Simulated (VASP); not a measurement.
Set up this calculation in VASP 6.6.1, as the native input.

| Quantity | Value |
| --- | --- |
| Task | single point |
| Functional | RPBE |
| Potentials or basis | VASP PAW PBE potentials, release 64 (Ag, B) |
| Cutoff | 520 eV |
| k mesh | 10 × 10 × 7 |
| Occupations | methfessel-paxton, width 0.1 eV |
| Spin | no spin polarisation |
| Dipole correction | no |
| Further INCAR settings | ALGO = Normal; EDIFF = 1e-07; NBANDS = 16 |

The structure of AgB2 lies in POSCAR:

```
AgB2
1.0
    3.0268039300      0.0000000000      0.0000000000
   -1.5134019700      2.6212891000      0.0000000000
    0.0000000000      0.0000000000      4.0639220000
Ag B
1 2
Direct
    0.0000000000      0.0000000000      0.0000000000
    0.3333333285      0.6666666679      0.5000000000
    0.6666666696      0.3333333282      0.5000000000
```

The input as run:

INCAR

```
PREC = Accurate
ENCUT = 520
EDIFF = 1E-7
ISMEAR = 1
SIGMA = 0.1
LREAL = False
LASPH = True
NELM = 60
ALGO = Normal
ISIF = 2
LWAVE = False
LCHARG = False
GGA = RP
NBANDS = 16
```

KPOINTS

```
regular mesh
0
Gamma
  10 10 7
```

Potentials or basis: VASP PAW PBE potentials, release 64 (Ag, B).

Command:

```sh
$ cat potpaw_PBE.64/Ag/POTCAR potpaw_PBE.64/B/POTCAR > POTCAR
$ mpirun -np 1 vasp_std > vasp.out
```

Results of the run:

```json
{
 "Pressure": "3.0 GPa"
}
```

Caveat: the PAW data sets were made with another functional, which shifts forces and pressure a little.

Wall time 12 s on 1 thread of Intel(R) Xeon(R) Platinum 8488C (Sapphire Rapids) (shared host), peak memory 0.16 GiB.
